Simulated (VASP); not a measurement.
# ZnS (F-43m) in VASP: further runs

Runs on ZnS. Level: PBEsol. Tasks: single point.

Everything below comes from runs of VASP 6.6.1. Logs are shortened: lines on timing, memory, paths and dates and some standing lists are left out, and cuts for length are marked.

**The experiment to reproduce.**

“Electronic, vibrational, and thermodynamic properties of ZnS (zincblende and rocksalt structure)”, 2009, arxiv:0911.5022 quotes, for a bulk crystal of ZnS at 19 K: band gap 3.85 eV (direct).

The runs below are set against these values where they give the same quantity.

### Step 1. The cell of the first run

The structure is cubic, space group F-43m (No. 216). The conventional cell has a = 5.294 Å, b = 5.294 Å, c = 5.294 Å, α = 90.00°, β = 90.00°, γ = 90.00°. Zn (site symmetry -43m) has 4 S at 2.29 Å within 3.0 Å. S (site symmetry -43m) has 4 Zn at 2.29 Å within 3.0 Å.

### Step 2. Single point, PBEsol

The input, INCAR:

```
SYSTEM = ZnS
ALGO = Normal
EDIFF = 1E-6
ENCUT = 500
GGA = PS
GGA_COMPAT = .False.
ISIF = 2
ISMEAR = 0
LASPH = .True.
LCHARG = .False.
LREAL = .False.
LWAVE = .False.
NBANDS = 16
NELM = 120
PREC = Accurate
SIGMA = 0.01
```

The input, KPOINTS:

```
k-points
0
Gamma
  6 6 6
  0 0 0
```

The input, POSCAR:

```
ZnS
1.0
    0.0000000000      2.6468416657      2.6468416657
    2.6468416657      0.0000000000      2.6468416657
    2.6468416657      2.6468416657      0.0000000000
Zn S
1 1
Direct
    0.2500000000      0.2500000000      0.2500000000
    0.0000000000      0.0000000000      0.0000000000
```

Potentials or basis: VASP PAW PBE potentials, release 64 (Zn, S).

Started as:

```console
$ cat potpaw_PBE.64/Zn/POTCAR potpaw_PBE.64/S/POTCAR > POTCAR
$ mpirun -np 1 vasp_std > vasp.out
```

OUTCAR:

```text
SYSTEM = ZnS
   EDIFF = 1E-6
   ENCUT = 500
   GGA = PS
   ISIF = 2
   ISMEAR = 0
   LASPH = .True.
   LREAL = .False.
   NELM = 120
   PREC = Accurate

 ion  position               nearest neighbor table
   1  0.250  0.250  0.250-   2 2.29   2 2.29   2 2.29   2 2.29
   2  0.000  0.000  0.000-   1 2.29   1 2.29   1 2.29   1 2.29

  LATTYP: Found a face centered cubic cell.
 ALAT       =     5.2936833314

  Lattice vectors:

 A1 = (   0.0000000000,   2.6468416657,   2.6468416657)
 A2 = (   2.6468416657,   0.0000000000,   2.6468416657)
 A3 = (   2.6468416657,   2.6468416657,   0.0000000000)

Analysis of symmetry for initial positions (statically):
=====================================================================
 Subroutine PRICEL returns:
 Original cell was already a primitive cell.

 Routine SETGRP: Setting up the symmetry group for a
 face centered cubic supercell.

 Subroutine GETGRP returns: Found 24 space group operations
 (whereof 24 operations were pure point group operations)
 out of a pool of 48 trial point group operations.

The static configuration has the point symmetry T_d .

Analysis of symmetry for dynamics (positions and initial velocities):
=====================================================================
 Subroutine PRICEL returns:
 Original cell was already a primitive cell.

 Routine SETGRP: Setting up the symmetry group for a
 face centered cubic supercell.

 Subroutine GETGRP returns: Found 24 space group operations
 (whereof 24 operations were pure point group operations)
 out of a pool of 48 trial point group operations.

The dynamic configuration has the point symmetry T_d .

 Subroutine INISYM returns: Found 24 space group operations
 (whereof 24 operations are pure point group operations),
 and found     1 'primitive' translations

----------------------------------------------------------------------------------------

                                     Primitive cell

  volume of cell :      37.0863

  direct lattice vectors                    reciprocal lattice vectors
     0.000000000  2.646841666  2.646841666    -0.188904386  0.188904386  0.188904386
     2.646841666  0.000000000  2.646841666     0.188904386 -0.188904386  0.188904386
     2.646841666  2.646841666  0.000000000     0.188904386  0.188904386 -0.188904386

  length of vectors
     3.743199381  3.743199381  3.743199381     0.327191995  0.327191995  0.327191995

  position of ions in fractional coordinates (direct lattice)
     0.250000000  0.250000000  0.250000000
     0.000000000  0.000000000  0.000000000

  ion indices of the primitive-cell ions
   primitive index   ion index
                 1           1
                 2           2

----------------------------------------------------------------------------------------

 KPOINTS: k-points

Automatic generation of k-mesh.
 Grid dimensions read from file:
 generate k-points for:    6    6    6

 Generating k-lattice:

  Cartesian coordinates                     Fractional coordinates (reciprocal lattice)
    -0.031484064  0.031484064  0.031484064     0.166666667  0.000000000  0.000000000
     0.031484064 -0.031484064  0.031484064     0.000000000  0.166666667  0.000000000
     0.031484064  0.031484064 -0.031484064     0.000000000  0.000000000  0.166666667

  Length of vectors
     0.054531999  0.054531999  0.054531999

  Shift w.r.t. Gamma in fractional coordinates (k-lattice)
     0.000000000  0.000000000  0.000000000

 Subroutine IBZKPT returns following result:
 ===========================================

 Found     16 irreducible k-points:

 Following reciprocal coordinates:
            Coordinates               Weight
  0.000000  0.000000  0.000000      1.000000
  0.166667  0.000000  0.000000      8.000000
  0.333333  0.000000  0.000000      8.000000
  0.500000  0.000000  0.000000      4.000000
  0.166667  0.166667  0.000000      6.000000
  0.333333  0.166667  0.000000     24.000000
[... 8 lines left out ...]
 -0.333333  0.333333  0.166667     24.000000
 -0.333333  0.500000  0.166667     12.000000
   k-points           NKPTS =     16   k-points in BZ     NKDIM =     16   number of bands    NBANDS=     16
   number of dos      NEDOS =    301   number of ions     NIONS =      2
   total plane-waves  NPLWV =  21952
   dimension x,y,z NGX =    28 NGY =   28 NGZ =   28
   dimension x,y,z NGXF=    56 NGYF=   56 NGZF=   56
   ions per type =               1   1
   NGX,Y,Z   is equivalent  to a cutoff of  12.44, 12.44, 12.44 a.u.
   NGXF,Y,Z  is equivalent  to a cutoff of  24.87, 24.87, 24.87 a.u.
 SYSTEM =  ZnS
   PREC   = accura    normal or accurate (medium, high low for compatibility)
   ISTART =      0    job   : 0-new  1-cont  2-samecut
   ICHARG =      2    charge: 1-file 2-atom 10-const
   ISPIN  =      1    spin polarized calculation?
   LNONCOLLINEAR =      F non collinear calculations
   LSORBIT =      F    spin-orbit coupling
   LASPH  =      T    aspherical Exc in radial PAW
   ENCUT  =  500.0 eV  36.75 Ry    6.06 a.u.   6.82  6.82  6.82*2*pi/ulx,y,z
   NELM   =    120;   NELMIN=  2; NELMDL= -5     # of ELM steps
   EDIFF  = 0.1E-05   stopping-criterion for ELM
   LREAL  =      F    real-space projection
   EDIFFG = 0.1E-04   stopping-criterion for IOM
   NSW    =      0    number of steps for IOM
   IBRION =     -1    ionic relax: 0-MD 1-quasi-New 2-CG
   NFREE  =      0    steps in history (QN), initial steepest desc. (CG)
   ISIF   =      2    stress and relaxation
   ISYM   =      2    0-nonsym 1-usesym 2-fastsym
   POTIM  = 0.5000    time-step for ionic-motion
   TEBEG  =    0.0;   TEEND  =   0.0 temperature during run
   PSTRESS=    0.0 pullay stress
   NELECT =      18.0000    total number of electrons
   NUPDOWN=      -1.0000    fix difference up-down
   EMIN   =  10.00;   EMAX   =-10.00  energy-range for DOS
   EFERMI =   0.00;   METHOD = LEGACY
   ISMEAR =     0;   SIGMA  =   0.01  broadening in eV -4-tet -1-fermi 0-gaus
   EFERMI_NEDOS =   21; number of points for ismear=-14 and -15
   IALGO  =     38    algorithm
   IMIX   =      4    mixing-type and parameters
     AMIX     =   0.40;   BMIX     =  1.00
     AMIX_MAG =   1.60;   BMIX_MAG =  1.00
  volume/ion in A,a.u.               =      18.54       125.14
  Fermi-wavevector in a.u.,A,eV,Ry     =   1.286553  2.431233 22.520619  1.655219
  Thomas-Fermi vector in A             =   2.418621
   LORBIT       =      0    0 simple, 1 ext, 2 COOP (PROOUT), +10 PAW based schemes
   GGA     = PS    functional components
   LHFCALC =     F    Hartree Fock is set to
   AEXX    =    0.0000 exact exchange contribution
   IVDW    =     0    specifies the selected vdW correction
   LEPSILON=     F    determine dielectric tensor
   LRPA    =     F    only Hartree local field effects (RPA)
 non-spin polarized calculation
 Gauss-broadening in eV      SIGMA  =   0.01
  energy-cutoff  :      500.00
  volume of cell :       37.09
 maximum number of plane-waves:       960
   NGX = 13   NGY = 13   NGZ = 13

 number of electron      18.0000013 magnetization

 Free energy of the ion-electron system (eV)
  ---------------------------------------------------
  ext. energy  EPLUGINS =         0.00000000
  ---------------------------------------------------
  free energy    TOTEN  =        -7.57058387 eV

  energy without entropy =       -7.57058387  energy(sigma->0) =       -7.57058387

 E-fermi :   2.6689     XC(G=0): -10.1421

 val. band max:        2.6157566527   @ k =   0.0000   0.0000   0.0000
 cond. band min:       4.8636240180   @ k =   0.0000   0.0000   0.0000
 fundamental gap:      2.2478673652
 Fermi energy:         2.6689461263

 k-point     1 :       0.0000    0.0000    0.0000
  band No.  band energies     occupation
      1     -10.9943      2.00000
      2      -4.0310      2.00000
      3      -4.0310      2.00000
      4      -4.0310      2.00000
      5      -3.4563      2.00000
      6      -3.4563      2.00000
[... 8 lines left out ...]
     15      14.4213      0.00000
     16      14.5996      0.00000

 k-point     2 :       0.1667    0.0000    0.0000
  band No.  band energies     occupation
      1     -10.7653      2.00000
      2      -4.0366      2.00000
      3      -3.9908      2.00000
      4      -3.9908      2.00000
      5      -3.4589      2.00000
      6      -3.4589      2.00000
[... 8 lines left out ...]
     15      13.5555      0.00000
     16      15.3222      0.00000

 k-point     3 :       0.3333    0.0000    0.0000
  band No.  band energies     occupation
      1     -10.2390      2.00000
      2      -3.9244      2.00000
      3      -3.9244      2.00000
      4      -3.9034      2.00000
      5      -3.4429      2.00000
      6      -3.4429      2.00000
[... 8 lines left out ...]
     15      14.2233      0.00000
     16      14.4382      0.00000

 k-point     4 :       0.5000    0.0000    0.0000
  band No.  band energies     occupation
      1      -9.9283      2.00000
      2      -3.9013      2.00000
      3      -3.9013      2.00000
      4      -3.4206      2.00000
      5      -3.4206      2.00000
      6      -3.2720      2.00000
[... 8 lines left out ...]
     15      16.1634      0.00000
     16      16.1634      0.00000
[... 172 lines left out ...]
 k-point    14 :       0.5000    0.3333    0.1667
  band No.  band energies     occupation
      1      -9.8712      2.00000
      2      -3.9642      2.00000
      3      -3.8334      2.00000
      4      -3.7096      2.00000
      5      -3.4339      2.00000
      6      -3.3786      2.00000
[... 8 lines left out ...]
     15      16.8221      0.00000
     16      17.4590      0.00000

 k-point    15 :      -0.3333    0.3333    0.1667
  band No.  band energies     occupation
      1      -9.6591      2.00000
      2      -3.9003      2.00000
      3      -3.7844      2.00000
      4      -3.5271      2.00000
      5      -3.4745      2.00000
      6      -3.1044      2.00000
[... 8 lines left out ...]
     15      16.5612      0.00000
     16      17.3143      0.00000

 k-point    16 :      -0.3333    0.5000    0.1667
  band No.  band energies     occupation
      1      -9.5626      2.00000
      2      -3.9712      2.00000
      3      -3.6921      2.00000
      4      -3.6014      2.00000
      5      -3.4320      2.00000
      6      -3.0450      2.00000
[... 8 lines left out ...]
     15      16.7382      0.00000
     16      17.6867      0.00000

------------------------ aborting loop because EDIFF is reached ----------------------------------------

  FORCE on cell =-STRESS in cart. coord.  units (eV):
  Direction    XX          YY          ZZ          XY          YZ          ZX
  --------------------------------------------------------------------------------------
  -------------------------------------------------------------------------------------
  Total        0.7498281      0.7498281      0.7498281     -0.0000000      0.0000000     -0.0000000
  in kB       32.3935408     32.3935408     32.3935408     -0.0000000      0.0000000     -0.0000000
  external PRESSURE =      32.3935408 kB  Pullay stress =       0.0000000 kB

 VOLUME and BASIS-vectors are now :
 -----------------------------------------------------------------------------
  energy-cutoff  :      500.00
  volume of cell :       37.09
      direct lattice vectors                 reciprocal lattice vectors
     0.000000000  2.646841666  2.646841666    -0.188904386  0.188904386  0.188904386
     2.646841666  0.000000000  2.646841666     0.188904386 -0.188904386  0.188904386
     2.646841666  2.646841666  0.000000000     0.188904386  0.188904386 -0.188904386

 POSITION                                       TOTAL-FORCE (eV/Angst)
 -----------------------------------------------------------------------------------
      1.32342      1.32342      1.32342         0.000000      0.000000      0.000000
      0.00000      0.00000      0.00000        -0.000000     -0.000000     -0.000000
 -----------------------------------------------------------------------------------
    total drift:                               -0.000001     -0.000001     -0.000001

  FREE ENERGIE OF THE ION-ELECTRON SYSTEM (eV)
  ---------------------------------------------------
  free  energy   TOTEN  =        -7.5705838662 eV

  energy  without entropy=       -7.5705838662  energy(sigma->0) =       -7.57058387
```

Wall time 17 s (1 thread of Intel Xeon 8259CL, shared host); peak memory 0.15 GiB.

Results:

| Item | Value |
| --- | --- |
| Free energy | -7.5706 eV |
| Pressure | 3.2 GPa |
| Band gap on the k mesh | 2.25 eV, direct |

Levels at points of the mesh, in eV from the valence-band top:
```csv
k point,band 5,band 6,band 7,band 8,band 9,band 10,band 11,band 12,band 13,band 14
"(0.00, 0.00, 0.00)",-6.07,-6.07,0.00,0.00,0.00,2.25,6.25,6.25,6.25,11.81
"(0.50, 0.00, 0.00)",-6.04,-5.89,-5.75,-0.97,-0.97,3.31,6.79,6.79,8.91,12.26
"(0.50, 0.50, 0.00)",-5.98,-5.83,-4.86,-2.49,-2.49,3.09,3.94,11.29,12.30,12.30
```

Caveat: the PAW data sets were made with another functional, which shifts forces and pressure a little.

(Part 1 of 2 ends here.)
